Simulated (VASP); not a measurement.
# Zr5N (F-43m) in VASP: notebook

The runs below take Zr5N through single point, with PBE.

Program: VASP 6.6.1. These are calculated values, not measurements. Logs are shortened: lines on timing, memory, paths and dates and some standing lists are left out, and cuts for length are marked.

## (1) The cell of the first run

It takes space group F-43m (No. 216, cubic). The conventional cell has a = 7.411 Å, b = 7.411 Å, c = 7.411 Å, α = 90.00°, β = 90.00°, γ = 90.00°. Zr (site symmetry -43m) has 12 Zr at 3.04 Å and 6 N at 3.71 Å within 4.0 Å. Within 2.5 Å of Zr (site symmetry 3m) lie 1 N at 1.89 Å and 3 Zr at 2.16 Å. N (site symmetry -43m) has 4 Zr at 1.89 Å within 2.5 Å.

The cell was built from a structure type or drawn by symmetry, and may not be a known phase.

## (2) Single point, PBE

Contents of INCAR:

```
PREC = Accurate
ENCUT = 520
EDIFF = 1E-6
ISMEAR = 0
SIGMA = 0.1
LREAL = F
LASPH = T
NELM = 60
ALGO = Normal
ISIF = 2
LWAVE = F
LCHARG = F
GGA = PE
NBANDS = 42
```

Contents of KPOINTS:

```
regular mesh
0
Gamma
  4 4 4
```

Contents of POSCAR:

```
Zr5N
1.0
    0.0000000000      3.7053301100      3.7053301100
    3.7053301100      0.0000000000      3.7053301100
    3.7053301100      3.7053301100      0.0000000000
Zr N
5 1
Direct
    0.7500000000      0.7500000000      0.7500000000
    0.1028672500      0.1028672500      0.1028672500
    0.1028672500      0.1028672500      0.6913982600
    0.1028672500      0.6913982600      0.1028672500
    0.6913982600      0.1028672500      0.1028672500
    0.2500000000      0.2500000000      0.2500000000
```

Potentials or basis: VASP PAW PBE potentials, release 64 (Zr_sv, N).

On the command line:

```
cat potpaw_PBE.64/Zr_sv/POTCAR potpaw_PBE.64/N/POTCAR > POTCAR
mpirun -np 1 vasp_std > vasp.out
```

OUTCAR:

```text
PREC = Accurate
   ENCUT = 520
   EDIFF = 1E-6
   ISMEAR = 0
   LREAL = F
   LASPH = T
   NELM = 60
   ISIF = 2
   GGA = PE

 ion  position               nearest neighbor table
   1  0.750  0.750  0.750-   4 3.04   5 3.04   3 3.04   3 3.04   5 3.04   4 3.04   2 3.04   2 3.04
                             2 3.04   5 3.04   4 3.04   3 3.04
   2  0.103  0.103  0.103-   6 1.89   4 2.16   5 2.16   3 2.16   1 3.04   1 3.04   1 3.04   5 3.08
                             3 3.08   4 3.08
   3  0.103  0.103  0.691-   6 1.89   4 2.16   5 2.16   2 2.16   1 3.04   1 3.04   1 3.04   4 3.08
                             5 3.08   2 3.08
   4  0.103  0.691  0.103-   6 1.89   3 2.16   5 2.16   2 2.16   1 3.04   1 3.04   1 3.04   5 3.08
                             3 3.08   2 3.08
   5  0.691  0.103  0.103-   6 1.89   3 2.16   4 2.16   2 2.16   1 3.04   1 3.04   1 3.04   4 3.08
                             3 3.08   2 3.08
   6  0.250  0.250  0.250-   2 1.89   3 1.89   4 1.89   5 1.89

  LATTYP: Found a face centered cubic cell.
 ALAT       =     7.4106602200

  Lattice vectors:

 A1 = (   0.0000000000,   3.7053301100,   3.7053301100)
 A2 = (   3.7053301100,   0.0000000000,   3.7053301100)
 A3 = (   3.7053301100,   3.7053301100,   0.0000000000)

Analysis of symmetry for initial positions (statically):
=====================================================================
 Subroutine PRICEL returns:
 Original cell was already a primitive cell.

 Routine SETGRP: Setting up the symmetry group for a
 face centered cubic supercell.

 Subroutine GETGRP returns: Found 24 space group operations
 (whereof 24 operations were pure point group operations)
 out of a pool of 48 trial point group operations.

The static configuration has the point symmetry T_d .

Analysis of symmetry for dynamics (positions and initial velocities):
=====================================================================
 Subroutine PRICEL returns:
 Original cell was already a primitive cell.

 Routine SETGRP: Setting up the symmetry group for a
 face centered cubic supercell.

 Subroutine GETGRP returns: Found 24 space group operations
 (whereof 24 operations were pure point group operations)
 out of a pool of 48 trial point group operations.

The dynamic configuration has the point symmetry T_d .

 Subroutine INISYM returns: Found 24 space group operations
 (whereof 24 operations are pure point group operations),
 and found     1 'primitive' translations

----------------------------------------------------------------------------------------

                                     Primitive cell

  volume of cell :     101.7444

  direct lattice vectors                    reciprocal lattice vectors
     0.000000000  3.705330110  3.705330110    -0.134940744  0.134940744  0.134940744
     3.705330110  0.000000000  3.705330110     0.134940744 -0.134940744  0.134940744
     3.705330110  3.705330110  0.000000000     0.134940744  0.134940744 -0.134940744

  length of vectors
     5.240128095  5.240128095  5.240128095     0.233724224  0.233724224  0.233724224

  position of ions in fractional coordinates (direct lattice)
     0.750000000  0.750000000  0.750000000
     0.102867250  0.102867250  0.102867250
     0.102867250  0.102867250  0.691398260
     0.102867250  0.691398260  0.102867250
     0.691398260  0.102867250  0.102867250
     0.250000000  0.250000000  0.250000000

  ion indices of the primitive-cell ions
   primitive index   ion index
                 1           1
                 2           2
                 3           3
                 4           4
                 5           5
                 6           6

----------------------------------------------------------------------------------------

 KPOINTS: regular mesh

Automatic generation of k-mesh.
 Grid dimensions read from file:
 generate k-points for:    4    4    4

 Generating k-lattice:

  Cartesian coordinates                     Fractional coordinates (reciprocal lattice)
    -0.033735186  0.033735186  0.033735186     0.250000000  0.000000000  0.000000000
     0.033735186 -0.033735186  0.033735186     0.000000000  0.250000000  0.000000000
     0.033735186  0.033735186 -0.033735186     0.000000000  0.000000000  0.250000000

  Length of vectors
     0.058431056  0.058431056  0.058431056

  Shift w.r.t. Gamma in fractional coordinates (k-lattice)
     0.000000000  0.000000000  0.000000000

 Subroutine IBZKPT returns following result:
 ===========================================

 Found      8 irreducible k-points:

 Following reciprocal coordinates:
            Coordinates               Weight
  0.000000  0.000000  0.000000      1.000000
  0.250000  0.000000  0.000000      8.000000
  0.500000  0.000000  0.000000      4.000000
  0.250000  0.250000  0.000000      6.000000
  0.500000  0.250000  0.000000     24.000000
 -0.250000  0.250000  0.000000     12.000000
  0.500000  0.500000  0.000000      3.000000
 -0.250000  0.500000  0.250000      6.000000
   k-points           NKPTS =      8   k-points in BZ     NKDIM =      8   number of bands    NBANDS=     42
   number of dos      NEDOS =    301   number of ions     NIONS =      6
   total plane-waves  NPLWV =  64000
   dimension x,y,z NGX =    40 NGY =   40 NGZ =   40
   dimension x,y,z NGXF=    80 NGYF=   80 NGZF=   80
   ions per type =               5   1
   NGX,Y,Z   is equivalent  to a cutoff of  12.69, 12.69, 12.69 a.u.
   NGXF,Y,Z  is equivalent  to a cutoff of  25.38, 25.38, 25.38 a.u.
 SYSTEM =  unknown system
   PREC   = accura    normal or accurate (medium, high low for compatibility)
   ISTART =      0    job   : 0-new  1-cont  2-samecut
   ICHARG =      2    charge: 1-file 2-atom 10-const
   ISPIN  =      1    spin polarized calculation?
   LNONCOLLINEAR =      F non collinear calculations
   LSORBIT =      F    spin-orbit coupling
   LASPH  =      T    aspherical Exc in radial PAW
   ENCUT  =  520.0 eV  38.22 Ry    6.18 a.u.   9.74  9.74  9.74*2*pi/ulx,y,z
   NELM   =     60;   NELMIN=  2; NELMDL= -5     # of ELM steps
   EDIFF  = 0.1E-05   stopping-criterion for ELM
   LREAL  =      F    real-space projection
   EDIFFG = 0.1E-04   stopping-criterion for IOM
   NSW    =      0    number of steps for IOM
   IBRION =     -1    ionic relax: 0-MD 1-quasi-New 2-CG
   NFREE  =      0    steps in history (QN), initial steepest desc. (CG)
   ISIF   =      2    stress and relaxation
   ISYM   =      2    0-nonsym 1-usesym 2-fastsym
   POTIM  = 0.5000    time-step for ionic-motion
   TEBEG  =    0.0;   TEEND  =   0.0 temperature during run
   PSTRESS=    0.0 pullay stress
   NELECT =      65.0000    total number of electrons
   NUPDOWN=      -1.0000    fix difference up-down
   EMIN   =  10.00;   EMAX   =-10.00  energy-range for DOS
   EFERMI =   0.00;   METHOD = LEGACY
   ISMEAR =     0;   SIGMA  =   0.10  broadening in eV -4-tet -1-fermi 0-gaus
   EFERMI_NEDOS =   21; number of points for ismear=-14 and -15
   IALGO  =     38    algorithm
   IMIX   =      4    mixing-type and parameters
     AMIX     =   0.40;   BMIX     =  1.00
     AMIX_MAG =   1.60;   BMIX_MAG =  1.00
  volume/ion in A,a.u.               =      16.96       114.43
  Fermi-wavevector in a.u.,A,eV,Ry     =   1.409967  2.664452 27.048489  1.988008
  Thomas-Fermi vector in A             =   2.531969
   LORBIT       =      0    0 simple, 1 ext, 2 COOP (PROOUT), +10 PAW based schemes
   GGA     = PE    functional components
   LHFCALC =     F    Hartree Fock is set to
   AEXX    =    0.0000 exact exchange contribution
   IVDW    =     0    specifies the selected vdW correction
   LEPSILON=     F    determine dielectric tensor
   LRPA    =     F    only Hartree local field effects (RPA)
 non-spin polarized calculation
 Gauss-broadening in eV      SIGMA  =   0.10
  energy-cutoff  :      520.00
  volume of cell :      101.74
 maximum number of plane-waves:      2764
 NGX is ok and might be reduce to    40
   NGX = 19   NGY = 19   NGZ = 19

 number of electron      65.0000003 magnetization

 Free energy of the ion-electron system (eV)
  ---------------------------------------------------
  ext. energy  EPLUGINS =         0.00000000
  ---------------------------------------------------
  free energy    TOTEN  =       -32.13996752 eV

  energy without entropy =      -32.11359387  energy(sigma->0) =      -32.12678070

 E-fermi :  10.5464     XC(G=0): -11.5546

 val. band max:       10.4882958858   @ k =   0.2500   0.2500   0.0000
 cond. band min:      10.6034241461   @ k =   0.5000   0.0000   0.0000
 fundamental gap:      0.1151282603
 Fermi energy:        10.5463961101

 k-point     1 :       0.0000    0.0000    0.0000
  band No.  band energies     occupation
      1     -40.1529      2.00000
      2     -37.8704      2.00000
      3     -37.3878      2.00000
      4     -37.3878      2.00000
      5     -37.3878      2.00000
      6     -21.6660      2.00000
[... 34 lines left out ...]
     41      15.3830      0.00000
     42      15.6320      0.00000

 k-point     2 :       0.2500    0.0000    0.0000
  band No.  band energies     occupation
      1     -40.1301      2.00000
      2     -37.8759      2.00000
      3     -37.4248      2.00000
      4     -37.3887      2.00000
      5     -37.3887      2.00000
      6     -21.4299      2.00000
[... 34 lines left out ...]
     41      14.3953      0.00000
     42      15.4093      0.00000

 k-point     3 :       0.5000    0.0000    0.0000
  band No.  band energies     occupation
      1     -40.1067      2.00000
      2     -37.8825      2.00000
      3     -37.4614      2.00000
      4     -37.3896      2.00000
      5     -37.3896      2.00000
      6     -21.1660      2.00000
[... 177 lines left out ...]
      4     -37.3915      2.00000
      5     -37.3915      2.00000
      6     -20.9453      2.00000
[... 34 lines left out ...]
     41      14.3132      0.00000
     42      14.7783      0.00000

 k-point     8 :      -0.2500    0.5000    0.2500
  band No.  band energies     occupation
      1     -40.0908      2.00000
      2     -37.8852      2.00000
      3     -37.4914      2.00000
      4     -37.3915      2.00000
      5     -37.3851      2.00000
      6     -20.9441      2.00000
[... 34 lines left out ...]
     41      13.3705      0.00000
     42      14.6097      0.00000

------------------------ aborting loop because EDIFF is reached ----------------------------------------

  FORCE on cell =-STRESS in cart. coord.  units (eV):
  Direction    XX          YY          ZZ          XY          YZ          ZX
  --------------------------------------------------------------------------------------
  -------------------------------------------------------------------------------------
  Total       57.6210059     57.6210059     57.6210059      0.0000000      0.0000000      0.0000000
  in kB      907.3622466    907.3622466    907.3622466      0.0000000      0.0000000      0.0000000
  external PRESSURE =     907.3622466 kB  Pullay stress =       0.0000000 kB

 VOLUME and BASIS-vectors are now :
 -----------------------------------------------------------------------------
  energy-cutoff  :      520.00
  volume of cell :      101.74
      direct lattice vectors                 reciprocal lattice vectors
     0.000000000  3.705330110  3.705330110    -0.134940744  0.134940744  0.134940744
     3.705330110  0.000000000  3.705330110     0.134940744 -0.134940744  0.134940744
     3.705330110  3.705330110  0.000000000     0.134940744  0.134940744 -0.134940744

 POSITION                                       TOTAL-FORCE (eV/Angst)
 -----------------------------------------------------------------------------------
      5.55800      5.55800      5.55800        -0.000000     -0.000000      0.000000
      0.76231      0.76231      0.76231        10.122248     10.122248     10.122248
      2.94302      2.94302      0.76231       -10.122248    -10.122248     10.122248
      2.94302      0.76231      2.94302       -10.122248     10.122248    -10.122248
      0.76231      2.94302      2.94302        10.122248    -10.122248    -10.122248
      1.85267      1.85267      1.85267         0.000000     -0.000000      0.000000
 -----------------------------------------------------------------------------------
    total drift:                               -0.000128     -0.000128     -0.000128

  FREE ENERGIE OF THE ION-ELECTRON SYSTEM (eV)
  ---------------------------------------------------
  free  energy   TOTEN  =       -32.1399675220 eV

  energy  without entropy=      -32.1135938730  energy(sigma->0) =      -32.12678070
```

Wall time 25 s (1 thread of Intel Xeon 6975P-C (Granite Rapids), shared host); peak memory 0.23 GiB.

Results:

- Free energy: -32.1400 eV
- Pressure: 90.7 GPa
- Largest force: 17.532 eV/Å
- Band gap on the k mesh: zero (an odd number of electrons rules out a gap without spin polarisation)

Forces on the atoms (eV/Å):
```
Zr    0.000   0.000   0.000
Zr   10.122  10.122  10.122
Zr  -10.122 -10.122  10.122
Zr  -10.122  10.122 -10.122
Zr   10.122 -10.122 -10.122
N     0.000   0.000   0.000
```

Levels at points of the mesh, in eV from the Fermi level:
| k point | band 31 | band 32 | band 33 | band 34 | band 35 | band 36 |
| --- | --- | --- | --- | --- | --- | --- |
| (0.00, 0.00, 0.00) | -0.42 | -0.42 | -0.42 | 1.64 | 1.75 | 1.75 |
| (0.50, 0.00, 0.00) | -0.88 | 0.06 | 0.06 | 0.47 | 0.47 | 0.77 |
| (0.50, 0.50, 0.00) | -1.31 | -0.25 | 0.74 | 0.74 | 0.75 | 0.93 |

Caveat: the k points lie up to 0.37 Å⁻¹ apart, too coarse for converged energies and pressures of a metal; forces of over 1 eV/Å act on the atoms, so gaps and moduli don't describe the material at rest.

## (3) Single point, PBE

This run uses another cell than the first one, of 29.45 Å³/atom.

Contents of INCAR:

```
PREC = Accurate
ENCUT = 520
EDIFF = 1E-6
ISMEAR = 0
SIGMA = 0.1
LREAL = False
LASPH = True
NELM = 100
ALGO = Normal
ISIF = 2
LWAVE = False
LCHARG = True
GGA = PE
LELF = True
LVHAR = True
NBANDS = 42
```

Contents of KPOINTS:

```
Automatic mesh
0
Gamma
  4 4 4
```

Contents of POSCAR:

```
Zr5N
1.0
    0.0000000000      4.4540946936      4.4540946936
    4.4540946936      0.0000000000      4.4540946936
    4.4540946936      4.4540946936      0.0000000000
Zr N
5 1
Direct
    0.7500000000      0.7500000000      0.7500000000
    0.1173967865      0.1173967865      0.1173967865
    0.1173967865      0.1173967865      0.6478096406
    0.1173967865      0.6478096406      0.1173967865
    0.6478096406      0.1173967865      0.1173967865
    0.2500000000      0.2500000000      0.2500000000
```

Potentials or basis: VASP PAW PBE potentials, release 64 (Zr_sv, N).

On the command line:

```
cat potpaw_PBE.64/Zr_sv/POTCAR potpaw_PBE.64/N/POTCAR > POTCAR
mpirun -np 1 vasp_std > vasp.out
```

It took 46 s on 1 thread of Intel Xeon 6975P-C (Granite Rapids), shared host; peak memory 0.32 GiB.

It converged, with:

* Free energy: -47.9358 eV
* Pressure: 0.2 GPa
* Largest force: 0.047 eV/Å
* Band gap on the k mesh: zero (an odd number of electrons rules out a gap without spin polarisation)

Forces on the atoms (eV/Å):
```
Zr   0.000  0.000  0.000
Zr  -0.027 -0.027 -0.027
Zr   0.027  0.027 -0.027
Zr   0.027 -0.027  0.027
Zr  -0.027  0.027  0.027
N    0.000  0.000  0.000
```

Levels at points of the mesh, in eV from the Fermi level:
```tsv
k point	band 30	band 31	band 32	band 33	band 34	band 35
(0.00, 0.00, 0.00)	-0.38	-0.24	-0.24	-0.24	-0.03	0.94
(0.50, 0.00, 0.00)	-0.29	-0.29	-0.28	0.33	0.33	0.54
(0.50, 0.50, 0.00)	-0.58	-0.19	0.09	0.10	0.20	0.20
```
